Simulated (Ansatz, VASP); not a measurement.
# One calculation of Sb, two programs

File INCAR:

```
SYSTEM = Sb
PREC = Accurate ; ENCUT = 520
EDIFF = 1E-6 ; ISMEAR = -1
SIGMA = 0.02 ; LREAL = .FALSE.
LASPH = .TRUE. ; NELM = 80
ALGO = Normal ; ISIF = 2
LWAVE = .FALSE. ; LCHARG = .FALSE.
GGA = PE ; NBANDS = 12
```

Contents of KPOINTS:

```
Automatic mesh
0
G
  8 8 8
  0 0 0
```

File POSCAR:

```
Sb
1.0
    2.1647005608      1.2497904515      3.8274104700
   -2.1647005608      1.2497904515      3.8274104700
    0.0000000000     -2.4995809030      3.8274104700
Sb
2
Direct
    0.2315156436      0.2315156436      0.2315156436
    0.7684843564      0.7684843564      0.7684843564
```

Input for Ansatz:

```yaml
crystal:
  lattice:
    - [2.1647005608, 1.2497904515, 3.82741047]
    - [-2.1647005608, 1.2497904515, 3.82741047]
    - [0.0, -2.499580903, 3.82741047]
  atoms:
    - { symbol: Sb, position: [0.2315156436, 0.2315156436, 0.2315156436] }
    - { symbol: Sb, position: [0.7684843564, 0.7684843564, 0.7684843564] }
kpoints:
  mp_grid: { grid: [8, 8, 8] }
  band_path:
    path:
      - [0.0, 0.0, 0.0]
      - [0.5, 0.5, 0.5]
      - [0.7622491359, 0.2377508641, 0.5]
      - [0.5, -0.2377508641, 0.2377508641]
      - [0.5, 0.0, 0.0]
      - [0.368875432, -0.368875432, 0.0]
      - [0.631124568, 0.0, 0.368875432]
      - [0.5, 0.0, 0.5]
      - [0.125, 0.125, 0.375]
    npoints: 1
hamiltonian:
  xc: pbe
scf:
  occupations: { method: fermi_dirac, width: 0.02 }
  n_extra_bands: 4
output:
  forces: true
  stress: true
  eigenvalues: true
```

Alike in both runs: task single point; functional PBE; k mesh 8 × 8 × 8; occupations fermi-dirac, width 0.02 eV; no spin polarisation.

|  | VASP | Ansatz |
| --- | --- | --- |
| version | VASP 6.6.1 | Ansatz 0.2.0 |
| potentials or method | VASP PAW PBE potentials, release 64 (Sb) | plane waves, PAW |
| plane-wave cutoff (eV) | 520 | 420 |
| valence electrons in the cell | 10 | 30 |

```csv
,VASP,Ansatz,Ansatz less VASP
pressure (GPa),1.9,1.8,-0.07
"traceless stress, the component that is largest in VASP (GPa)",-0.42,-0.36,+0.062
rms of the force components (eV/Å),0.154,0.129,-0.0250
```

Atom by atom the forces differ by 0.025 eV/Å (rms over components). VASP's potentials hold 10 valence electrons a cell and Ansatz's 30, so a difference there can come from the potentials and not from the codes.

Neither program's run includes spin-orbit coupling.
